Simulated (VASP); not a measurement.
# Rh in VASP: a series of runs

The runs below take Rh through single point, with PBE.

All numbers are computed with VASP 6.6.1; they aren't measurements. Logs are shortened: lines on timing, memory, paths and dates and some standing lists are left out, and cuts for length are marked.

**1. The cell of the first run**

The structure is hexagonal, space group P6_3/mmc (No. 194). Conventional cell: a = 2.785 Å, b = 2.785 Å, c = 4.515 Å, α = 90.00°, β = 90.00°, γ = 120.00°. Rh (site symmetry -6m2) has 12 Rh at 2.77 to 2.78 Å within 3.7 Å.

**2. Single point, PBE**

File INCAR:

```
PREC = Accurate ; ENCUT = 520
EDIFF = 1E-6 ; ISMEAR = -1
SIGMA = 0.05 ; LREAL = False
LASPH = True ; NELM = 80
ALGO = Normal ; ISIF = 2
LWAVE = False ; LCHARG = True
GGA = PE ; LELF = True
LVHAR = True ; NBANDS = 22
```

File KPOINTS:

```
regular mesh
0
Gamma
  11 11 6
```

File POSCAR:

```
Rh
1.0
    2.7845412492      0.0000000000      0.0000000000
   -1.3922706246      2.4114834597      0.0000000000
    0.0000000000      0.0000000000      4.5153441684
Rh
2
Direct
    0.3333333333      0.6666666667      0.2500000000
    0.6666666667      0.3333333333      0.7500000000
```

Potentials or basis: VASP PAW PBE potentials, release 64 (Rh_pv).

Command:

```bash
> cat potpaw_PBE.64/Rh_pv/POTCAR > POTCAR
> mpirun -np 1 vasp_std > vasp.out
```

OUTCAR:

```text
PREC = Accurate
   ENCUT = 520
   EDIFF = 1E-6
   ISMEAR = -1
   LREAL = False
   LASPH = True
   NELM = 80
   ISIF = 2
   GGA = PE

 ion  position               nearest neighbor table
   1  0.333  0.667  0.250-   2 2.77   2 2.77   2 2.77   2 2.77   2 2.77   2 2.77
   2  0.667  0.333  0.750-   1 2.77   1 2.77   1 2.77   1 2.77   1 2.77   1 2.77

  LATTYP: Found a hexagonal cell.
 ALAT       =     2.7845412492
 C/A-ratio  =     1.6215756077

  Lattice vectors:

 A1 = (   2.7845412492,   0.0000000000,   0.0000000000)
 A2 = (  -1.3922706246,   2.4114834597,   0.0000000000)
 A3 = (   0.0000000000,   0.0000000000,   4.5153441684)

Analysis of symmetry for initial positions (statically):
=====================================================================
 Subroutine PRICEL returns:
 Original cell was already a primitive cell.

 Routine SETGRP: Setting up the symmetry group for a
 hexagonal supercell.

 Subroutine GETGRP returns: Found 24 space group operations
 (whereof 12 operations were pure point group operations)
 out of a pool of 24 trial point group operations.

The static configuration has the point symmetry D_3d.
 The point group associated with its full space group is D_6h.

Analysis of symmetry for dynamics (positions and initial velocities):
=====================================================================
 Subroutine PRICEL returns:
 Original cell was already a primitive cell.

 Routine SETGRP: Setting up the symmetry group for a
 hexagonal supercell.

 Subroutine GETGRP returns: Found 24 space group operations
 (whereof 12 operations were pure point group operations)
 out of a pool of 24 trial point group operations.

The dynamic configuration has the point symmetry D_3d.
 The point group associated with its full space group is D_6h.

 Subroutine INISYM returns: Found 24 space group operations
 (whereof 12 operations are pure point group operations),
 and found     1 'primitive' translations

----------------------------------------------------------------------------------------

                                     Primitive cell

  volume of cell :      30.3200

  direct lattice vectors                    reciprocal lattice vectors
     2.784541249  0.000000000  0.000000000     0.359125583  0.207341252  0.000000000
    -1.392270625  2.411483460  0.000000000     0.000000000  0.414682504  0.000000000
     0.000000000  0.000000000  4.515344168     0.000000000  0.000000000  0.221467060

  length of vectors
     2.784541249  2.784541249  4.515344168     0.414682504  0.414682504  0.221467060

  position of ions in fractional coordinates (direct lattice)
     0.333333333  0.666666667  0.250000000
     0.666666667  0.333333333  0.750000000

  ion indices of the primitive-cell ions
   primitive index   ion index
                 1           1
                 2           2

----------------------------------------------------------------------------------------

 KPOINTS: regular mesh

Automatic generation of k-mesh.
 Grid dimensions read from file:
 generate k-points for:   11   11    6

 Generating k-lattice:

  Cartesian coordinates                     Fractional coordinates (reciprocal lattice)
     0.032647780  0.018849205  0.000000000     0.090909091  0.000000000  0.000000000
     0.000000000  0.037698409  0.000000000     0.000000000  0.090909091  0.000000000
     0.000000000  0.000000000  0.036911177     0.000000000  0.000000000  0.166666667

  Length of vectors
     0.037698409  0.037698409  0.036911177

  Shift w.r.t. Gamma in fractional coordinates (k-lattice)
     0.000000000  0.000000000  0.000000000

 Subroutine IBZKPT returns following result:
 ===========================================

 Found     64 irreducible k-points:

 Following reciprocal coordinates:
            Coordinates               Weight
  0.000000  0.000000  0.000000      1.000000
  0.090909 -0.000000  0.000000      6.000000
  0.181818  0.000000  0.000000      6.000000
  0.272727  0.000000  0.000000      6.000000
  0.363636  0.000000  0.000000      6.000000
  0.454545  0.000000  0.000000      6.000000
[... 16 lines left out ...]
  0.090909  0.090909  0.166667     12.000000
  0.181818  0.090909  0.166667     24.000000
 [... further k-points ...]
   k-points           NKPTS =     64   k-points in BZ     NKDIM =     64   number of bands    NBANDS=     22
   number of dos      NEDOS =    301   number of ions     NIONS =      2
   total plane-waves  NPLWV =  20736
   dimension x,y,z NGX =    24 NGY =   24 NGZ =   36
   dimension x,y,z NGXF=    48 NGYF=   48 NGZF=   72
   ions per type =               2
   NGX,Y,Z   is equivalent  to a cutoff of  14.33, 14.33, 13.25 a.u.
   NGXF,Y,Z  is equivalent  to a cutoff of  28.66, 28.66, 26.51 a.u.
 SYSTEM =  unknown system
   PREC   = accura    normal or accurate (medium, high low for compatibility)
   ISTART =      0    job   : 0-new  1-cont  2-samecut
   ICHARG =      2    charge: 1-file 2-atom 10-const
   ISPIN  =      1    spin polarized calculation?
   LNONCOLLINEAR =      F non collinear calculations
   LSORBIT =      F    spin-orbit coupling
   LASPH  =      T    aspherical Exc in radial PAW
   ENCUT  =  520.0 eV  38.22 Ry    6.18 a.u.   5.18  5.18  8.40*2*pi/ulx,y,z
   NELM   =     80;   NELMIN=  2; NELMDL= -5     # of ELM steps
   EDIFF  = 0.1E-05   stopping-criterion for ELM
   LREAL  =      F    real-space projection
   EDIFFG = 0.1E-04   stopping-criterion for IOM
   NSW    =      0    number of steps for IOM
   IBRION =     -1    ionic relax: 0-MD 1-quasi-New 2-CG
   NFREE  =      0    steps in history (QN), initial steepest desc. (CG)
   ISIF   =      2    stress and relaxation
   ISYM   =      2    0-nonsym 1-usesym 2-fastsym
   POTIM  = 0.5000    time-step for ionic-motion
   TEBEG  =    0.0;   TEEND  =   0.0 temperature during run
   PSTRESS=    0.0 pullay stress
   NELECT =      30.0000    total number of electrons
   NUPDOWN=      -1.0000    fix difference up-down
   EMIN   =  10.00;   EMAX   =-10.00  energy-range for DOS
   EFERMI =   0.00;   METHOD = LEGACY
   ISMEAR =    -1;   SIGMA  =   0.05  broadening in eV -4-tet -1-fermi 0-gaus
   EFERMI_NEDOS =   21; number of points for ismear=-14 and -15
   IALGO  =     38    algorithm
   IMIX   =      4    mixing-type and parameters
     AMIX     =   0.40;   BMIX     =  1.00
     AMIX_MAG =   1.60;   BMIX_MAG =  1.00
  volume/ion in A,a.u.               =      15.16       102.30
  Fermi-wavevector in a.u.,A,eV,Ry     =   1.631319  3.082747 36.207862  2.661203
  Thomas-Fermi vector in A             =   2.723475
   LORBIT       =      0    0 simple, 1 ext, 2 COOP (PROOUT), +10 PAW based schemes
   GGA     = PE    functional components
   LHFCALC =     F    Hartree Fock is set to
   AEXX    =    0.0000 exact exchange contribution
   IVDW    =     0    specifies the selected vdW correction
   LEPSILON=     F    determine dielectric tensor
   LRPA    =     F    only Hartree local field effects (RPA)
 non-spin polarized calculation
  energy-cutoff  :      520.00
  volume of cell :       30.32
 maximum number of plane-waves:       829
 NGX is ok and might be reduce to    24

 number of electron      30.0000001 magnetization

 Free energy of the ion-electron system (eV)
  ---------------------------------------------------
  ext. energy  EPLUGINS =         0.00000000
  ---------------------------------------------------
  free energy    TOTEN  =       -14.34281225 eV

  energy without entropy =      -14.30953875  energy(sigma->0) =      -14.32617550

 E-fermi :  10.2661     XC(G=0): -13.4088

 val. band max:       10.2658956562   @ k =   0.1818   0.0000   0.3333
 cond. band min:      10.2710862341   @ k =   0.3636   0.0000   0.0000
 fundamental gap:      0.0051905778
 Fermi energy:        10.2660668721

 k-point     1 :       0.0000    0.0000    0.0000
  band No.  band energies     occupation
      1     -36.5342      2.00000
      2     -36.0686      2.00000
      3     -36.0686      2.00000
      4     -36.0056      2.00000
      5     -35.9922      2.00000
      6     -35.9922      2.00000
[... 14 lines left out ...]
     21      28.2348      0.00000
     22      28.7571      0.00000

 k-point     2 :       0.0909   -0.0000    0.0000
  band No.  band energies     occupation
      1     -36.5207      2.00000
      2     -36.0992      2.00000
      3     -36.0785      2.00000
      4     -36.0239      2.00000
      5     -36.0113      2.00000
      6     -35.9973      2.00000
[... 14 lines left out ...]
     21      28.5205      0.00000
     22      28.6726      0.00000

 k-point     3 :       0.1818    0.0000    0.0000
  band No.  band energies     occupation
      1     -36.4826      2.00000
      2     -36.1814      2.00000
      3     -36.1080      2.00000
      4     -36.1045      2.00000
      5     -36.0284      2.00000
      6     -36.0115      2.00000
[... 14 lines left out ...]
     21      28.0145      0.00000
     22      28.4033      0.00000

 k-point     4 :       0.2727    0.0000    0.0000
  band No.  band energies     occupation
      1     -36.4265      2.00000
      2     -36.2895      2.00000
      3     -36.2153      2.00000
      4     -36.1374      2.00000
      5     -36.0569      2.00000
      6     -36.0311      2.00000
[... 14 lines left out ...]
     21      25.8606      0.00000
     22      26.8754      0.00000

 k-point     5 :       0.3636    0.0000    0.0000
  band No.  band energies     occupation
      1     -36.3891      2.00000
      2     -36.3637      2.00000
      3     -36.3115      2.00000
      4     -36.1668      2.00000
      5     -36.0942      2.00000
      6     -36.0498      2.00000
[... 14 lines left out ...]
     21      24.0747      0.00000
     22      25.3384      0.00000

 k-point     6 :       0.4545    0.0000    0.0000
  band No.  band energies     occupation
      1     -36.4483      2.00000
      2     -36.3676      2.00000
      3     -36.3145      2.00000
      4     -36.1840      2.00000
      5     -36.1283      2.00000
      6     -36.0611      2.00000
[... 14 lines left out ...]
     21      23.0077      0.00000
     22      23.8894      0.00000

 k-point     7 :       0.0909    0.0909    0.0000
  band No.  band energies     occupation
      1     -36.4949      2.00000
      2     -36.1497      2.00000
      3     -36.1131      2.00000
      4     -36.0666      2.00000
      5     -36.0227      2.00000
      6     -36.0114      2.00000
[... 324 lines left out ...]
      6     -36.0383      2.00000
[... 14 lines left out ...]
     21      26.2658      0.00000
     22      26.3726      0.00000

 k-point    21 :       0.3636    0.0000    0.1667
  band No.  band energies     occupation
      1     -36.4315      2.00000
      2     -36.3421      2.00000
      3     -36.2917      2.00000
      4     -36.1591      2.00000
      5     -36.0929      2.00000
      6     -36.0577      2.00000
[... 14 lines left out ...]
     21      24.5203      0.00000
     22      24.5616      0.00000

 k-point    22 :       0.4545    0.0000    0.1667
  band No.  band energies     occupation
      1     -36.4719      2.00000
      2     -36.3937      2.00000
      3     -36.2721      2.00000
      4     -36.1759      2.00000
      5     -36.1204      2.00000
      6     -36.0694      2.00000
[... 14 lines left out ...]
     21      23.5383      0.00000
     22      23.9569      0.00000

 k-point    23 :       0.0909    0.0909    0.1667
  band No.  band energies     occupation
      1     -36.4677      2.00000
      2     -36.1413      2.00000
      3     -36.1199      2.00000
      4     -36.0842      2.00000
      5     -36.0294      2.00000
      6     -36.0174      2.00000
[... 14 lines left out ...]
     21      27.2607      0.00000
     22      28.4593      0.00000

 k-point    24 :       0.1818    0.0909    0.1667
  band No.  band energies     occupation
      1     -36.4334      2.00000
      2     -36.2247      2.00000
      3     -36.2034      2.00000
      4     -36.1194      2.00000
      5     -36.0512      2.00000
      6     -36.0400      2.00000
[... 14 lines left out ...]
     21      25.5801      0.00000
     22      27.2161      0.00000

 [... further k-points ...]

------------------------ aborting loop because EDIFF is reached ----------------------------------------

  FORCE on cell =-STRESS in cart. coord.  units (eV):
  Direction    XX          YY          ZZ          XY          YZ          ZX
  --------------------------------------------------------------------------------------
  -------------------------------------------------------------------------------------
  Total       -2.7904483     -2.7904483     -3.0601069     -0.0000000      0.0000000     -0.0000000
  in kB     -147.4537270   -147.4537270   -161.7031131     -0.0000000      0.0000000     -0.0000000
  external PRESSURE =    -152.2035224 kB  Pullay stress =       0.0000000 kB

 VOLUME and BASIS-vectors are now :
 -----------------------------------------------------------------------------
  energy-cutoff  :      520.00
  volume of cell :       30.32
      direct lattice vectors                 reciprocal lattice vectors
     2.784541249  0.000000000  0.000000000     0.359125583  0.207341252  0.000000000
    -1.392270625  2.411483460  0.000000000     0.000000000  0.414682504  0.000000000
     0.000000000  0.000000000  4.515344168     0.000000000  0.000000000  0.221467060

 POSITION                                       TOTAL-FORCE (eV/Angst)
 -----------------------------------------------------------------------------------
     -0.00000      1.60766      1.12884        -0.000000      0.000000      0.000000
      1.39227      0.80383      3.38651         0.000000      0.000000      0.000000
 -----------------------------------------------------------------------------------
    total drift:                               -0.000000      0.000000     -0.000000

  FREE ENERGIE OF THE ION-ELECTRON SYSTEM (eV)
  ---------------------------------------------------
  free  energy   TOTEN  =       -14.3428122463 eV

  energy  without entropy=      -14.3095387486  energy(sigma->0) =      -14.32617550
```

It took 13 s on 1 thread of Intel Xeon 6975P-C (Granite Rapids), shared host; peak memory 0.17 GiB.

Results:

* Free energy: -14.3428 eV
* Pressure: -15.2 GPa
* Band gap on the k mesh: zero (band 15 reaches 10.79 eV, above the bottom of band 16 at 8.79 eV)

Levels at points of the mesh, in eV from the Fermi level:
| k point | band 13 | band 14 | band 15 | band 16 | band 17 | band 18 |
| --- | --- | --- | --- | --- | --- | --- |
| (0.00, 0.00, 0.00) | -2.15 | -1.61 | -1.61 | 0.13 | 0.13 | 0.84 |
| (0.00, 0.00, 0.50) | -2.68 | -2.68 | -0.37 | -0.37 | -0.37 | -0.37 |

**3. Single point, PBE (atoms moved at random)**

File INCAR:

```
ALGO = Fast ; EDIFF = 1E-6
ENCUT = 520 ; GGA = PE
ISIF = 2 ; ISMEAR = -1
LASPH = True ; LCHARG = False
LREAL = False ; LWAVE = False
NBANDS = 22 ; NELM = 100
PREC = Accurate ; SIGMA = 0.05
```

File KPOINTS:

```
k-points
0
Gamma
  11 11 6
```

File POSCAR:

```
Rh
1.0
    2.7309790422      0.0000000000      0.0000000000
   -1.3654895211      2.3650972278      0.0000000000
    0.0000000000      0.0000000000      4.4284890000
Rh
2
Direct
    0.3268750000      0.6463710000      0.2421170000
    0.6651250000      0.3500480000      0.7605450000
```

Potentials or basis: VASP PAW PBE potentials, release 64 (Rh_pv).

Command:

```bash
> cat potpaw_PBE.64/Rh_pv/POTCAR > POTCAR
> mpirun -np 1 vasp_std > vasp.out
```

It took 76 s on 1 thread of Intel Xeon 6975P-C (Granite Rapids), shared host; peak memory 0.27 GiB.

It converged, with:

| Property | Result |
| --- | --- |
| Free energy | -14.3963 eV |
| Pressure | -2.3 GPa |
| Largest force | 0.873 eV/Å |
| Band gap on the k mesh | zero (band 15 reaches 11.82 eV, above the bottom of band 16 at 9.68 eV) |

Forces in eV/Å, atoms in the order of the input:
```
Rh  -0.158  0.326  0.794
Rh   0.158 -0.326 -0.794
```

Stress tensor (GPa, compression positive):
```
-1.41 -0.44 -0.46
-0.44 -3.22  0.85
-0.46  0.85 -2.15
```

Levels at points of the mesh, in eV from the Fermi level:
```csv
k point,band 11,band 12,band 13,band 14,band 15,band 16,band 17,band 18,band 19,band 20
"(0.00, 0.00, 0.00)",-2.82,-2.45,-2.37,-1.92,-1.51,-0.09,0.36,0.78,8.15,15.86
"(0.00, 0.00, 0.50)",-3.00,-2.94,-2.93,-2.79,-0.66,-0.44,-0.32,-0.24,13.97,15.29
```

Caveat: the cell differs from its parent crystal (atoms moved at random).

**4. Single point, PBE**

This run uses another cell than the first one, of 14.30 Å³/atom, 0.943 times its volume.

File INCAR:

```
  ALGO = Fast
  EDIFF = 1E-7
  ENCUT = 520
  GGA = PE
  ISIF = 2
  ISMEAR = -1
  LASPH = True
  LCHARG = False
  LREAL = False
  LWAVE = False
  NBANDS = 22
  NELM = 100
  PREC = Accurate
  SIGMA = 0.05
```

File KPOINTS:

```
k-points
0
Gamma
  7 7 4
```

File POSCAR:

```
Rh
1.0
    2.7309790422      0.0000000000      0.0000000000
   -1.3654895211      2.3650972278      0.0000000000
    0.0000000000      0.0000000000      4.4284890000
Rh
2
Direct
    0.3349380000      0.6640640000      0.2532040000
    0.6627600000      0.3344600000      0.7510420000
```

Command:

```bash
> cat potpaw_PBE.64/Rh_pv/POTCAR > POTCAR
> mpirun -np 1 vasp_std > vasp.out
```

Run time: 2.4 min. Hardware: 1 thread of AMD EPYC 7R13, shared host; peak memory 0.14 GiB.

Results (log left out):

```yaml
Free_energy: -14.5206 eV
Pressure: -4.2 GPa
Largest_force: 0.124 eV/Å
Band_gap_on_the_k_mesh: zero (band 15 reaches 11.74 eV, above the bottom of band 16 at 9.74 eV)
```

Forces in eV/Å, atoms in the order of the input:
```
Rh  -0.081  0.036 -0.087
Rh   0.081 -0.036  0.087
```

Stress tensor (GPa, compression positive):
```
-5.11 -0.24  0.03
-0.24 -5.32 -0.01
 0.03 -0.01 -2.16
```

Levels at points of the mesh, in eV from the Fermi level:
| k point | band 12 | band 13 | band 14 | band 15 | band 16 | band 17 | band 18 | band 19 |
| --- | --- | --- | --- | --- | --- | --- | --- | --- |
| (0.00, 0.00, 0.00) | -2.45 | -2.42 | -1.86 | -1.76 | 0.04 | 0.15 | 0.72 | 8.17 |
| (0.00, 0.00, 0.50) | -3.02 | -3.00 | -3.00 | -0.49 | -0.46 | -0.45 | -0.42 | 14.52 |

Caveat: the k points lie up to 0.38 Å⁻¹ apart.

**5. Single point, PBE**

This run uses another cell than the first one, of 14.30 Å³/atom, 0.943 times its volume.

File INCAR:

```
SYSTEM = Rh
ALGO     = Normal         ! electronic algorithm
EDIFF    = 1E-6           ! SCF threshold, eV
ENCUT    = 520            ! plane-wave cutoff, eV
GGA      = PE             ! functional
ISIF     = 2              ! what is computed and relaxed
ISMEAR   = -1             ! smearing method
LASPH    = .True.         ! aspherical terms in the spheres
LCHARG   = .False.        ! write CHGCAR
LREAL    = .False.        ! projectors in reciprocal space
LWAVE    = .False.        ! write WAVECAR
NBANDS   = 22             ! bands
NELM     = 100            ! most SCF steps
PREC     = Accurate       ! precision mode
SIGMA    = 0.05           ! smearing width, eV
```

File KPOINTS:

```
k-points
0
Gamma
  7 7 4
  0 0 0
```

POSCAR is that of step 4.

Command:

```bash
> cat potpaw_PBE.64/Rh_pv/POTCAR > POTCAR
> mpirun -np 1 vasp_std > vasp.out
```

Wall time 99 s (1 thread of AMD EPYC 7R13, shared host); peak memory 0.14 GiB.

The run converged. Its results:

- Free energy: -14.5206 eV
- Pressure: -4.3 GPa
- Largest force: 0.124 eV/Å
- Band gap on the k mesh: zero (band 15 reaches 11.74 eV, above the bottom of band 16 at 9.74 eV)

Forces in eV/Å, atoms in the order of the input:
```
Rh  -0.081  0.036 -0.087
Rh   0.081 -0.036  0.087
```

Stress tensor (GPa, compression positive):
```
-5.23 -0.24  0.03
-0.24 -5.44 -0.01
 0.03 -0.01 -2.28
```

Levels at points of the mesh, in eV from the Fermi level:
| k point | band 13 | band 14 | band 15 | band 16 | band 17 | band 18 |
| --- | --- | --- | --- | --- | --- | --- |
| (0.00, 0.00, 0.00) | -2.42 | -1.86 | -1.76 | 0.04 | 0.15 | 0.72 |
| (0.00, 0.00, 0.50) | -3.00 | -3.00 | -0.49 | -0.46 | -0.45 | -0.42 |

Caveat: the k points lie up to 0.38 Å⁻¹ apart.

**6. The runs side by side**

```csv
cell,k mesh,gap on the mesh (eV),pressure (GPa),largest force (eV/Å)
"a = 2.785, b = 2.785, c = 4.515 Å, angles 90.0, 90.0, 120.0°, 2 atoms",11 × 11 × 6,none,-15.2,-
"a = 2.731, b = 2.731, c = 4.428 Å, angles 90.0, 90.0, 120.0°, 2 atoms",11 × 11 × 6,none,-2.3,0.87
"a = 2.731, b = 2.731, c = 4.428 Å, angles 90.0, 90.0, 120.0°, 2 atoms",7 × 7 × 4,none,-4.3,0.12
```

Some of these runs hold the atoms at other places in the same cell, which the table doesn't show; runs alike in all that it shows share one row.

Alike in all rows: task single point; level PBE; potentials or basis VASP PAW PBE potentials, release 64 (Rh_pv); no spin polarisation; cutoff (eV) 520; smearing fermi-dirac 0.05 eV.

Caveats: some runs use coarse meshes.

Total energies depend on the potentials used, so only differences within one code and one set of settings carry meaning.
